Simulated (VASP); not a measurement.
# MgO (I4/mmm) in VASP: further runs

MgO is run at these levels: r2SCAN; tasks: single point.

All numbers are computed with VASP 6.6.1; they aren't measurements. Logs are shortened: lines on timing, memory, paths and dates and some standing lists are left out, and cuts for length are marked.

## 1. The cell of the first run

The structure is tetragonal, space group I4/mmm (No. 139). Conventional cell: a = 2.973 Å, b = 2.973 Å, c = 4.078 Å, α = 90.00°, β = 90.00°, γ = 90.00°. Within 2.7 Å of Mg (site symmetry 4/mmm) lie 6 O at 2.04 to 2.10 Å. O (site symmetry 4/mmm) has 6 Mg at 2.04 to 2.10 Å within 2.7 Å.

## 2. Single point, r2SCAN (strain -0.0300 x Voigt [0, 0, 1, 0, 0, 0])

File POSCAR:

```
MgO
1.0
    0.0000000000      2.1021086852      2.0390454246
    2.1021086852      0.0000000000      2.0390454246
    2.1021086852      2.1021086852      0.0000000000
Mg O
1 1
Direct
    0.0000000000      0.0000000000      0.0000000000
    0.5000000000      0.5000000000      0.5000000000
```

File INCAR.step1:

```
PREC = Accurate
ENCUT = 920
ISMEAR = 0
SIGMA = 0.05
LREAL = False
LASPH = True
NELM = 120
NBANDS = 15
GGA = PE
ALGO = Normal
EDIFF = 1E-5
LWAVE = True
LCHARG = False
GGA_COMPAT = False
```

File INCAR.step2:

```
PREC = Accurate
ENCUT = 920
EDIFF = 1E-6
ISMEAR = 0
SIGMA = 0.05
LREAL = False
LASPH = True
NELM = 120
ALGO = Normal
ISIF = 2
LWAVE = False
LCHARG = False
METAGGA = R2SCAN
LMIXTAU = True
NBANDS = 15
ISTART = 1
GGA_COMPAT = False
```

File KPOINTS:

```
regular mesh
0
Gamma
  10 10 10
```

Potentials or basis: VASP PAW PBE potentials, release 64 (Mg_sv, O).

The run is started by

```bash
> cat potpaw_PBE.64/Mg_sv/POTCAR potpaw_PBE.64/O/POTCAR > POTCAR
> cp INCAR.step1 INCAR
> mpirun -np 1 vasp_std > vasp.out
> cp INCAR.step2 INCAR
> mpirun -np 1 vasp_std > vasp.out
```

OUTCAR:

```text
PREC = Accurate
   ENCUT = 920
   EDIFF = 1E-6
   ISMEAR = 0
   LREAL = False
   LASPH = True
   NELM = 120
   ISIF = 2
   METAGGA = R2SCAN
   ISTART = 1

 ion  position               nearest neighbor table
   1  0.000  0.000  0.000-   2 2.04   2 2.04   2 2.10   2 2.10   2 2.10   2 2.10
   2  0.500  0.500  0.500-   1 2.04   1 2.04   1 2.10   1 2.10   1 2.10   1 2.10

  LATTYP: Found a body centered tetragonal cell.
 ALAT       =     2.9728306122
 C/A-ratio  =     1.3717871555

  Lattice vectors:

 A1 = (   0.0000000000,  -2.1021086852,  -2.0390454246)
 A2 = (   0.0000000000,   2.1021086852,  -2.0390454246)
 A3 = (   2.1021086852,   0.0000000000,   2.0390454246)

Analysis of symmetry for initial positions (statically):
=====================================================================
 Subroutine PRICEL returns:
 Original cell was already a primitive cell.

 Routine SETGRP: Setting up the symmetry group for a
 body centered tetragonal supercell.

 Subroutine GETGRP returns: Found 16 space group operations
 (whereof 16 operations were pure point group operations)
 out of a pool of 16 trial point group operations.

The static configuration has the point symmetry D_4h.

Analysis of symmetry for dynamics (positions and initial velocities):
=====================================================================
 Subroutine PRICEL returns:
 Original cell was already a primitive cell.

 Routine SETGRP: Setting up the symmetry group for a
 body centered tetragonal supercell.

 Subroutine GETGRP returns: Found 16 space group operations
 (whereof 16 operations were pure point group operations)
 out of a pool of 16 trial point group operations.

The dynamic configuration has the point symmetry D_4h.

 Subroutine INISYM returns: Found 16 space group operations
 (whereof 16 operations are pure point group operations),
 and found     1 'primitive' translations

----------------------------------------------------------------------------------------

                                     Primitive cell

  volume of cell :      18.0205

  direct lattice vectors                    reciprocal lattice vectors
     0.000000000  2.102108685  2.039045425    -0.237856398  0.237856398  0.245212781
     2.102108685  0.000000000  2.039045425     0.237856398 -0.237856398  0.245212781
     2.102108685  2.102108685  0.000000000     0.237856398  0.237856398 -0.245212781

  length of vectors
     2.928577670  2.928577670  2.972830612     0.416269913  0.416269913  0.416269913

  position of ions in fractional coordinates (direct lattice)
     0.000000000  0.000000000  0.000000000
     0.500000000  0.500000000  0.500000000

  ion indices of the primitive-cell ions
   primitive index   ion index
                 1           1
                 2           2

----------------------------------------------------------------------------------------

 KPOINTS: regular mesh

Automatic generation of k-mesh.
 Grid dimensions read from file:
 generate k-points for:   10   10   10

 Generating k-lattice:

  Cartesian coordinates                     Fractional coordinates (reciprocal lattice)
    -0.023785640  0.023785640  0.024521278     0.100000000  0.000000000  0.000000000
     0.023785640 -0.023785640  0.024521278     0.000000000  0.100000000  0.000000000
     0.023785640  0.023785640 -0.024521278     0.000000000  0.000000000  0.100000000

  Length of vectors
     0.041626991  0.041626991  0.041626991

  Shift w.r.t. Gamma in fractional coordinates (k-lattice)
     0.000000000  0.000000000  0.000000000

 Subroutine IBZKPT returns following result:
 ===========================================

 Found    102 irreducible k-points:

 Following reciprocal coordinates:
            Coordinates               Weight
  0.000000  0.000000  0.000000      1.000000
  0.100000  0.000000  0.000000      8.000000
  0.200000  0.000000  0.000000      8.000000
  0.300000  0.000000  0.000000      8.000000
  0.400000 -0.000000  0.000000      8.000000
  0.500000  0.000000  0.000000      4.000000
[... 16 lines left out ...]
  0.300000  0.300000  0.000000      2.000000
  0.400000  0.300000  0.000000      8.000000
 [... further k-points ...]
   k-points           NKPTS =    102   k-points in BZ     NKDIM =    102   number of bands    NBANDS=     15
   number of dos      NEDOS =    301   number of ions     NIONS =      2
   total plane-waves  NPLWV =  27000
   dimension x,y,z NGX =    30 NGY =   30 NGZ =   30
   dimension x,y,z NGXF=    60 NGYF=   60 NGZF=   60
   ions per type =               1   1
   NGX,Y,Z   is equivalent  to a cutoff of  17.03, 17.03, 16.78 a.u.
   NGXF,Y,Z  is equivalent  to a cutoff of  34.06, 34.06, 33.55 a.u.
 SYSTEM =  unknown system
   PREC   = accura    normal or accurate (medium, high low for compatibility)
   ISTART =      1    job   : 0-new  1-cont  2-samecut
   ICHARG =      0    charge: 1-file 2-atom 10-const
   ISPIN  =      1    spin polarized calculation?
   LNONCOLLINEAR =      F non collinear calculations
   LSORBIT =      F    spin-orbit coupling
   LASPH  =      T    aspherical Exc in radial PAW
   ENCUT  =  920.0 eV  67.62 Ry    8.22 a.u.   7.24  7.24  7.35*2*pi/ulx,y,z
   NELM   =    120;   NELMIN=  2; NELMDL=  0     # of ELM steps
   EDIFF  = 0.1E-05   stopping-criterion for ELM
   LREAL  =      F    real-space projection
   EDIFFG = 0.1E-04   stopping-criterion for IOM
   NSW    =      0    number of steps for IOM
   IBRION =     -1    ionic relax: 0-MD 1-quasi-New 2-CG
   NFREE  =      0    steps in history (QN), initial steepest desc. (CG)
   ISIF   =      2    stress and relaxation
   ISYM   =      2    0-nonsym 1-usesym 2-fastsym
   POTIM  = 0.5000    time-step for ionic-motion
   TEBEG  =    0.0;   TEEND  =   0.0 temperature during run
   PSTRESS=    0.0 pullay stress
   NELECT =      16.0000    total number of electrons
   NUPDOWN=      -1.0000    fix difference up-down
   EMIN   =  10.00;   EMAX   =-10.00  energy-range for DOS
   EFERMI =   0.00;   METHOD = LEGACY
   ISMEAR =     0;   SIGMA  =   0.05  broadening in eV -4-tet -1-fermi 0-gaus
   EFERMI_NEDOS =   21; number of points for ismear=-14 and -15
   IALGO  =     38    algorithm
   IMIX   =      4    mixing-type and parameters
     AMIX     =   0.40;   BMIX     =  1.00
     AMIX_MAG =   1.60;   BMIX_MAG =  1.00
  volume/ion in A,a.u.               =       9.01        60.80
  Fermi-wavevector in a.u.,A,eV,Ry     =   1.573472  2.973431 33.685506  2.475815
  Thomas-Fermi vector in A             =   2.674751
   LORBIT       =      0    0 simple, 1 ext, 2 COOP (PROOUT), +10 PAW based schemes
   METAGGA = R2SCAN    functional components
   LHFCALC =     F    Hartree Fock is set to
   AEXX    =    0.0000 exact exchange contribution
   IVDW    =     0    specifies the selected vdW correction
   LEPSILON=     F    determine dielectric tensor
   LRPA    =     F    only Hartree local field effects (RPA)
 non-spin polarized calculation
 Gauss-broadening in eV      SIGMA  =   0.05
  energy-cutoff  :      920.00
  volume of cell :       18.02
 maximum number of plane-waves:      1166
 NGX is ok and might be reduce to    30
   NGX = 15   NGY = 15   NGZ = 15

 number of electron      16.0000005 magnetization

 Free energy of the ion-electron system (eV)
  ---------------------------------------------------
  ext. energy  EPLUGINS =         0.00000000
  ---------------------------------------------------
  free energy    TOTEN  =       -16.13295874 eV

  energy without entropy =      -16.13295874  energy(sigma->0) =      -16.13295874

 E-fermi :   2.9808     XC(G=0): -12.2410

 val. band max:        2.7826401508   @ k =   0.0000   0.0000   0.0000
 cond. band min:       8.7700834521   @ k =   0.0000   0.0000   0.0000
 fundamental gap:      5.9874433013
 Fermi energy:         2.9808274203

 k-point     1 :       0.0000    0.0000    0.0000
  band No.  band energies     occupation
      1     -72.0711      2.00000
      2     -37.1609      2.00000
      3     -37.1609      2.00000
      4     -37.1414      2.00000
      5     -15.6136      2.00000
      6       2.7164      2.00000
      7       2.7826      2.00000
      8       2.7826      2.00000
      9       8.7701      0.00000
     10      19.7387      0.00000
     11      19.7387      0.00000
     12      20.0704      0.00000
     13      24.0638      0.00000
     14      25.3944      0.00000
     15      26.4703      0.00000

 k-point     2 :       0.1000    0.0000    0.0000
  band No.  band energies     occupation
      1     -72.0702      2.00000
      2     -37.1681      2.00000
      3     -37.1621      2.00000
      4     -37.1446      2.00000
      5     -15.4996      2.00000
      6       2.1232      2.00000
      7       2.6726      2.00000
      8       2.7022      2.00000
      9       9.3815      0.00000
     10      18.5852      0.00000
     11      19.9980      0.00000
     12      20.2343      0.00000
     13      24.8098      0.00000
     14      25.7110      0.00000
     15      25.8795      0.00000

 k-point     3 :       0.2000    0.0000    0.0000
  band No.  band energies     occupation
      1     -72.0677      2.00000
      2     -37.1906      2.00000
      3     -37.1650      2.00000
      4     -37.1488      2.00000
      5     -15.1868      2.00000
      6       0.7762      2.00000
      7       2.4983      2.00000
      8       2.4990      2.00000
      9      10.5890      0.00000
     10      17.0847      0.00000
     11      20.5090      0.00000
     12      20.8554      0.00000
     13      24.2657      0.00000
     14      24.9488      0.00000
     15      27.2305      0.00000
[... 343 lines left out ...]
 k-point    23 :       0.3000    0.3000    0.0000
  band No.  band energies     occupation
      1     -72.0620      2.00000
      2     -37.1996      2.00000
      3     -37.1840      2.00000
      4     -37.1840      2.00000
      5     -14.5263      2.00000
      6      -0.4641      2.00000
      7       1.7141      2.00000
      8       1.7141      2.00000
      9      13.0278      0.00000
     10      14.0792      0.00000
     11      19.2730      0.00000
     12      22.2861      0.00000
     13      22.2861      0.00000
     14      28.3848      0.00000
     15      33.1050      0.00000

 k-point    24 :       0.4000    0.3000    0.0000
  band No.  band energies     occupation
      1     -72.0599      2.00000
      2     -37.2143      2.00000
      3     -37.1878      2.00000
      4     -37.1870      2.00000
      5     -14.2735      2.00000
      6      -0.8999      2.00000
      7       1.3487      2.00000
      8       1.5462      2.00000
      9      13.5666      0.00000
     10      14.0363      0.00000
     11      18.3328      0.00000
     12      22.5796      0.00000
     13      22.8617      0.00000
     14      29.3152      0.00000
     15      32.4617      0.00000

 [... further k-points ...]
[... 5 lines left out ...]
  --------------------------------------------------------------------------------------
  -------------------------------------------------------------------------------------
  Total        0.3825570      0.3825570      1.3459299      0.0000000      0.0000000      0.0000000
  in kB       34.0125787     34.0125787    119.6646306      0.0000000      0.0000000      0.0000000
  external PRESSURE =      62.5632627 kB  Pullay stress =       0.0000000 kB

 VOLUME and BASIS-vectors are now :
 -----------------------------------------------------------------------------
  energy-cutoff  :      920.00
  volume of cell :       18.02
      direct lattice vectors                 reciprocal lattice vectors
     0.000000000  2.102108685  2.039045425    -0.237856398  0.237856398  0.245212781
     2.102108685  0.000000000  2.039045425     0.237856398 -0.237856398  0.245212781
     2.102108685  2.102108685  0.000000000     0.237856398  0.237856398 -0.245212781

 POSITION                                       TOTAL-FORCE (eV/Angst)
 -----------------------------------------------------------------------------------
      0.00000      0.00000      0.00000         0.000000      0.000000      0.000000
      2.10211      2.10211      2.03905        -0.000000     -0.000000     -0.000000
 -----------------------------------------------------------------------------------
    total drift:                                0.000000      0.000000      0.000000

  FREE ENERGIE OF THE ION-ELECTRON SYSTEM (eV)
  ---------------------------------------------------
  free  energy   TOTEN  =       -16.1329587400 eV

  energy  without entropy=      -16.1329587400  energy(sigma->0) =      -16.13295874
```

Wall time 4.2 min (1 thread of Intel Xeon Platinum 8259CL at 2.50GHz (Skylake/Cascade Lake), shared host); peak memory 0.21 GiB.

Results:

```yaml
Free_energy: -16.1330 eV
Pressure: 6.3 GPa
Band_gap_on_the_k_mesh: 5.99 eV
```

Caveat: the cell differs from its parent crystal (strain -0.0300 x Voigt [0, 0, 1, 0, 0, 0]); the stress differs along the axes, from 3 to 12 GPa; the PAW data sets were made with another functional, which shifts forces and pressure a little.

(Continued in part 2 of 3.)
